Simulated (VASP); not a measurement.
# Al2Cu (P4/mmm) in VASP: further runs

Runs on Al2Cu. Level: LDA. Tasks: single point.

Everything below comes from runs of VASP 6.6.1. Logs are shortened: lines on timing, memory, paths and dates and some standing lists are left out, and cuts for length are marked.

**1. The cell of the first run**

The structure is tetragonal, space group P4/mmm (No. 123). Conventional cell: a = 4.042 Å, b = 4.042 Å, c = 2.596 Å, α = 90.00°, β = 90.00°, γ = 90.00°. Al (site symmetry mmm) has 4 Cu at 2.40 Å and 6 Al at 2.60 to 2.86 Å within 3.2 Å. Cu (site symmetry 4/mmm) has 8 Al at 2.40 Å and 2 Cu at 2.60 Å within 3.2 Å.

**2. Single point, LDA**

File INCAR:

```
SYSTEM = Al2Cu
ALGO     = Fast           ! electronic algorithm
EDIFF    = 1E-7           ! SCF threshold, eV
ENCUT    = 520            ! plane-wave cutoff, eV
GGA      = CA             ! functional
ISIF     = 2              ! what is computed and relaxed
ISMEAR   = 0              ! smearing method
LASPH    = .True.         ! aspherical terms in the spheres
LCHARG   = .False.        ! write CHGCAR
LREAL    = .False.        ! projectors in reciprocal space
LWAVE    = .False.        ! write WAVECAR
NBANDS   = 16             ! bands
NELM     = 100            ! most SCF steps
PREC     = Accurate       ! precision mode
SIGMA    = 0.15           ! smearing width, eV
```

File KPOINTS:

```
k-points
0
Gamma
  10 10 14
  0 0 0
```

File POSCAR:

```
Al2Cu
1.0
    4.0422638858      0.0000000000      0.0000000000
    0.0000000000      4.0422638858      0.0000000000
    0.0000000000      0.0000000000      2.5957000000
Al Cu
2 1
Direct
    0.5000000000      0.0000000000      0.5000000000
    0.0000000000      0.5000000000      0.5000000000
    0.0000000000      0.0000000000      0.0000000000
```

Potentials or basis: VASP PAW LDA potentials, release 64 (Al, Cu).

The run is started by

```
cat potpaw_LDA.64/Al/POTCAR potpaw_LDA.64/Cu/POTCAR > POTCAR
mpirun -np 1 vasp_std > vasp.out
```

OUTCAR:

```text
SYSTEM = Al2Cu
   EDIFF = 1E-7
   ENCUT = 520
   GGA = CA
   ISIF = 2
   ISMEAR = 0
   LASPH = .True.
   LREAL = .False.
   NELM = 100
   PREC = Accurate

 ion  position               nearest neighbor table
   1  0.500  0.000  0.500-   3 2.40   3 2.40   3 2.40   3 2.40   2 2.86   2 2.86   2 2.86   2 2.86

   2  0.000  0.500  0.500-   3 2.40   3 2.40   3 2.40   3 2.40   1 2.86   1 2.86   1 2.86   1 2.86

   3  0.000  0.000  0.000-   1 2.40   2 2.40   1 2.40   2 2.40   2 2.40   2 2.40   1 2.40   1 2.40

  LATTYP: Found a simple tetragonal cell.
 ALAT       =     4.0422638858
 C/A-ratio  =     0.6421401653

  Lattice vectors:

 A1 = (   4.0422638858,   0.0000000000,   0.0000000000)
 A2 = (   0.0000000000,   4.0422638858,   0.0000000000)
 A3 = (   0.0000000000,   0.0000000000,   2.5957000000)

Analysis of symmetry for initial positions (statically):
=====================================================================
 Subroutine PRICEL returns:
 Original cell was already a primitive cell.

 Routine SETGRP: Setting up the symmetry group for a
 simple tetragonal supercell.

 Subroutine GETGRP returns: Found 16 space group operations
 (whereof 16 operations were pure point group operations)
 out of a pool of 16 trial point group operations.

The static configuration has the point symmetry D_4h.

Analysis of symmetry for dynamics (positions and initial velocities):
=====================================================================
 Subroutine PRICEL returns:
 Original cell was already a primitive cell.

 Routine SETGRP: Setting up the symmetry group for a
 simple tetragonal supercell.

 Subroutine GETGRP returns: Found 16 space group operations
 (whereof 16 operations were pure point group operations)
 out of a pool of 16 trial point group operations.

The dynamic configuration has the point symmetry D_4h.

 Subroutine INISYM returns: Found 16 space group operations
 (whereof 16 operations are pure point group operations),
 and found     1 'primitive' translations

----------------------------------------------------------------------------------------

                                     Primitive cell

  volume of cell :      42.4135

  direct lattice vectors                    reciprocal lattice vectors
     4.042263886  0.000000000  0.000000000     0.247386125  0.000000000  0.000000000
     0.000000000  4.042263886  0.000000000     0.000000000  0.247386125  0.000000000
     0.000000000  0.000000000  2.595700000     0.000000000  0.000000000  0.385252533

  length of vectors
     4.042263886  4.042263886  2.595700000     0.247386125  0.247386125  0.385252533

  position of ions in fractional coordinates (direct lattice)
     0.500000000  0.000000000  0.500000000
     0.000000000  0.500000000  0.500000000
     0.000000000  0.000000000  0.000000000

  ion indices of the primitive-cell ions
   primitive index   ion index
                 1           1
                 2           2
                 3           3

----------------------------------------------------------------------------------------

 KPOINTS: k-points

Automatic generation of k-mesh.
 Grid dimensions read from file:
 generate k-points for:   10   10   14

 Generating k-lattice:

  Cartesian coordinates                     Fractional coordinates (reciprocal lattice)
     0.024738613  0.000000000  0.000000000     0.100000000  0.000000000  0.000000000
     0.000000000  0.024738613  0.000000000     0.000000000  0.100000000  0.000000000
     0.000000000  0.000000000  0.027518038     0.000000000  0.000000000  0.071428571

  Length of vectors
     0.024738613  0.024738613  0.027518038

  Shift w.r.t. Gamma in fractional coordinates (k-lattice)
     0.000000000  0.000000000  0.000000000

 Subroutine IBZKPT returns following result:
 ===========================================

 Found    168 irreducible k-points:

 Following reciprocal coordinates:
            Coordinates               Weight
  0.000000  0.000000  0.000000      1.000000
  0.100000  0.000000  0.000000      4.000000
  0.200000  0.000000  0.000000      4.000000
  0.300000  0.000000  0.000000      4.000000
  0.400000  0.000000  0.000000      4.000000
  0.500000  0.000000  0.000000      2.000000
[... 16 lines left out ...]
  0.100000  0.000000  0.071429      8.000000
  0.200000  0.000000  0.071429      8.000000
 [... further k-points ...]
   k-points           NKPTS =    168   k-points in BZ     NKDIM =    168   number of bands    NBANDS=     16
   number of dos      NEDOS =    301   number of ions     NIONS =      3
   total plane-waves  NPLWV =  18000
   dimension x,y,z NGX =    30 NGY =   30 NGZ =   20
   dimension x,y,z NGXF=    60 NGYF=   60 NGZF=   40
   ions per type =               2   1
   NGX,Y,Z   is equivalent  to a cutoff of  12.34, 12.34, 12.81 a.u.
   NGXF,Y,Z  is equivalent  to a cutoff of  24.68, 24.68, 25.62 a.u.
 SYSTEM =  Al2Cu
   PREC   = accura    normal or accurate (medium, high low for compatibility)
   ISTART =      0    job   : 0-new  1-cont  2-samecut
   ICHARG =      2    charge: 1-file 2-atom 10-const
   ISPIN  =      1    spin polarized calculation?
   LNONCOLLINEAR =      F non collinear calculations
   LSORBIT =      F    spin-orbit coupling
   LASPH  =      T    aspherical Exc in radial PAW
   ENCUT  =  520.0 eV  38.22 Ry    6.18 a.u.   7.52  7.52  4.83*2*pi/ulx,y,z
   NELM   =    100;   NELMIN=  2; NELMDL= -5     # of ELM steps
   EDIFF  = 0.1E-06   stopping-criterion for ELM
   LREAL  =      F    real-space projection
   EDIFFG = 0.1E-05   stopping-criterion for IOM
   NSW    =      0    number of steps for IOM
   IBRION =     -1    ionic relax: 0-MD 1-quasi-New 2-CG
   NFREE  =      0    steps in history (QN), initial steepest desc. (CG)
   ISIF   =      2    stress and relaxation
   ISYM   =      2    0-nonsym 1-usesym 2-fastsym
   POTIM  = 0.5000    time-step for ionic-motion
   TEBEG  =    0.0;   TEEND  =   0.0 temperature during run
   PSTRESS=    0.0 pullay stress
   NELECT =      17.0000    total number of electrons
   NUPDOWN=      -1.0000    fix difference up-down
   EMIN   =  10.00;   EMAX   =-10.00  energy-range for DOS
   EFERMI =   0.00;   METHOD = LEGACY
   ISMEAR =     0;   SIGMA  =   0.15  broadening in eV -4-tet -1-fermi 0-gaus
   EFERMI_NEDOS =   21; number of points for ismear=-14 and -15
   IALGO  =     68    algorithm
   IMIX   =      4    mixing-type and parameters
     AMIX     =   0.40;   BMIX     =  1.00
     AMIX_MAG =   1.60;   BMIX_MAG =  1.00
  volume/ion in A,a.u.               =      14.14        95.41
  Fermi-wavevector in a.u.,A,eV,Ry     =   1.207044  2.280983 19.823088  1.456956
  Thomas-Fermi vector in A             =   2.342694
   LORBIT       =      0    0 simple, 1 ext, 2 COOP (PROOUT), +10 PAW based schemes
   GGA     = CA    functional components
   LHFCALC =     F    Hartree Fock is set to
   AEXX    =    0.0000 exact exchange contribution
   IVDW    =     0    specifies the selected vdW correction
   LEPSILON=     F    determine dielectric tensor
   LRPA    =     F    only Hartree local field effects (RPA)
 non-spin polarized calculation
 RMM-DIIS sequential band-by-band and
 Gauss-broadening in eV      SIGMA  =   0.15
  energy-cutoff  :      520.00
  volume of cell :       42.41
 maximum number of plane-waves:      1170
   NGX = 15   NGY = 15   NGZ =  9

 number of electron      17.0000001 magnetization

 Free energy of the ion-electron system (eV)
  ---------------------------------------------------
  ext. energy  EPLUGINS =         0.00000000
  ---------------------------------------------------
  free energy    TOTEN  =       -13.03141118 eV

  energy without entropy =      -13.02395421  energy(sigma->0) =      -13.02768270

 E-fermi :   8.5461     XC(G=0): -11.1614

 val. band max:        8.5151998341   @ k =   0.4000   0.4000   0.5000
 cond. band min:       8.5510965755   @ k =   0.2000   0.0000   0.0000
 fundamental gap:      0.0358967414
 Fermi energy:         8.5461261197

 k-point     1 :       0.0000    0.0000    0.0000
  band No.  band energies     occupation
      1      -3.0527      2.00000
      2       2.0866      2.00000
      3       2.6009      2.00000
      4       3.4727      2.00000
      5       3.9749      2.00000
      6       3.9749      2.00000
[... 8 lines left out ...]
     15      17.5744      0.00000
     16      23.2354      0.00000

 k-point     2 :       0.1000    0.0000    0.0000
  band No.  band energies     occupation
      1      -2.9665      2.00000
      2       2.0411      2.00000
      3       2.5813      2.00000
      4       3.4416      2.00000
      5       3.9740      2.00000
      6       3.9752      2.00000
[... 8 lines left out ...]
     15      17.6545      0.00000
     16      23.4214      0.00000

 k-point     3 :       0.2000    0.0000    0.0000
  band No.  band energies     occupation
      1      -2.7120      2.00000
      2       1.7963      2.00000
      3       2.5403      2.00000
      4       3.3692      2.00000
      5       3.9510      2.00000
      6       3.9715      2.00000
[... 8 lines left out ...]
     15      18.2216      0.00000
     16      22.9413      0.00000

 k-point     4 :       0.3000    0.0000    0.0000
  band No.  band energies     occupation
      1      -2.3064      2.00000
      2       1.1809      2.00000
      3       2.5284      2.00000
      4       3.2929      2.00000
      5       3.4968      2.00000
      6       3.9685      2.00000
[... 8 lines left out ...]
     15      20.1576      0.00000
     16      22.0061      0.00000

 k-point     5 :       0.4000    0.0000    0.0000
  band No.  band energies     occupation
      1      -1.8100      2.00000
      2       0.4143      2.00000
      3       2.5411      2.00000
      4       3.2389      2.00000
      5       3.3453      2.00000
      6       3.9661      2.00000
[... 8 lines left out ...]
     15      21.1512      0.00000
     16      21.2081      0.00000

 k-point     6 :       0.5000    0.0000    0.0000
  band No.  band energies     occupation
      1      -1.5012      2.00000
      2      -0.0050      2.00000
      3       2.5487      2.00000
      4       3.2197      2.00000
      5       3.3129      2.00000
      6       3.9652      2.00000
[... 8 lines left out ...]
     15      20.8446      0.00000
     16      21.1546      0.00000
[... 267 lines left out ...]
 k-point    21 :       0.5000    0.5000    0.0000
  band No.  band energies     occupation
      1       0.3127      2.00000
      2       1.1425      2.00000
      3       1.1425      2.00000
      4       2.2312      2.00000
      5       3.2984      2.00000
      6       3.3895      2.00000
[... 8 lines left out ...]
     15      18.9976      0.00000
     16      20.6209      0.00000

 k-point    22 :       0.0000    0.0000    0.0714
  band No.  band energies     occupation
      1      -2.9371      2.00000
      2       2.1295      2.00000
      3       2.6602      2.00000
      4       3.4880      2.00000
      5       3.8171      2.00000
      6       3.8171      2.00000
[... 8 lines left out ...]
     15      18.2768      0.00000
     16      22.6275      0.00000

 k-point    23 :       0.1000    0.0000    0.0714
  band No.  band energies     occupation
      1      -2.8510      2.00000
      2       2.0854      2.00000
      3       2.6414      2.00000
      4       3.4567      2.00000
      5       3.7949      2.00000
      6       3.8250      2.00000
[... 8 lines left out ...]
     15      18.6281      0.00000
     16      22.0212      0.00000

 k-point    24 :       0.2000    0.0000    0.0714
  band No.  band energies     occupation
      1      -2.5968      2.00000
      2       1.8510      2.00000
      3       2.5995      2.00000
      4       3.3859      2.00000
      5       3.6833      2.00000
      6       3.8394      2.00000
[... 8 lines left out ...]
     15      19.4397      0.00000
     16      21.0306      0.00000

 [... further k-points ...]
[... 5 lines left out ...]
  --------------------------------------------------------------------------------------
  -------------------------------------------------------------------------------------
  Total        2.2332558      2.2332558      5.1923143      0.0000000      0.0000000      0.0000000
  in kB       84.3616814     84.3616814    196.1407065      0.0000000      0.0000000      0.0000000
  external PRESSURE =     121.6213564 kB  Pullay stress =       0.0000000 kB

 VOLUME and BASIS-vectors are now :
 -----------------------------------------------------------------------------
  energy-cutoff  :      520.00
  volume of cell :       42.41
      direct lattice vectors                 reciprocal lattice vectors
     4.042263886  0.000000000  0.000000000     0.247386125  0.000000000  0.000000000
     0.000000000  4.042263886  0.000000000     0.000000000  0.247386125  0.000000000
     0.000000000  0.000000000  2.595700000     0.000000000  0.000000000  0.385252533

 POSITION                                       TOTAL-FORCE (eV/Angst)
 -----------------------------------------------------------------------------------
      2.02113      0.00000      1.29785         0.000000      0.000000      0.000000
      0.00000      2.02113      1.29785         0.000000      0.000000      0.000000
      0.00000      0.00000      0.00000         0.000000      0.000000      0.000000
 -----------------------------------------------------------------------------------
    total drift:                               -0.000000     -0.000000     -0.000000

  FREE ENERGIE OF THE ION-ELECTRON SYSTEM (eV)
  ---------------------------------------------------
  free  energy   TOTEN  =       -13.0314111821 eV

  energy  without entropy=      -13.0239542131  energy(sigma->0) =      -13.02768270
```

Run time: 86 s. Hardware: 1 thread of AMD EPYC 9R45 (Zen 5), shared host; peak memory 0.19 GiB.

Results:

| Quantity | Value |
| --- | --- |
| Free energy | -13.0314 eV |
| Pressure | 12.2 GPa |

Stress tensor (GPa, compression positive):
```
 8.44  0.00  0.00
 0.00  8.44  0.00
 0.00  0.00 19.61
```

Levels at points of the mesh, in eV from the Fermi level:
| k point | band 5 | band 6 | band 7 | band 8 | band 9 | band 10 | band 11 | band 12 | band 13 | band 14 |
| --- | --- | --- | --- | --- | --- | --- | --- | --- | --- | --- |
| (0.00, 0.00, 0.00) | -4.57 | -4.57 | -3.22 | -3.22 | -0.54 | 0.36 | 5.60 | 5.60 | 6.73 | 7.56 |
| (0.50, 0.00, 0.00) | -5.23 | -4.58 | -4.57 | -1.93 | 1.13 | 1.15 | 1.42 | 7.89 | 9.46 | 10.36 |
| (0.50, 0.50, 0.00) | -5.25 | -5.16 | -4.58 | -4.58 | -2.89 | 8.36 | 8.36 | 9.67 | 9.69 | 10.45 |
| (0.00, 0.00, 0.50) | -5.58 | -4.76 | -3.02 | 2.13 | 2.50 | 2.50 | 3.20 | 3.20 | 3.39 | 4.84 |
| (0.50, 0.00, 0.50) | -4.88 | -4.85 | -3.47 | -2.33 | -1.27 | 3.77 | 4.18 | 5.09 | 5.70 | 6.05 |
| (0.50, 0.50, 0.50) | -4.61 | -3.55 | -2.70 | -2.70 | -0.44 | -0.40 | 0.67 | 0.67 | 2.29 | 12.18 |

[end of part 1 of 3]
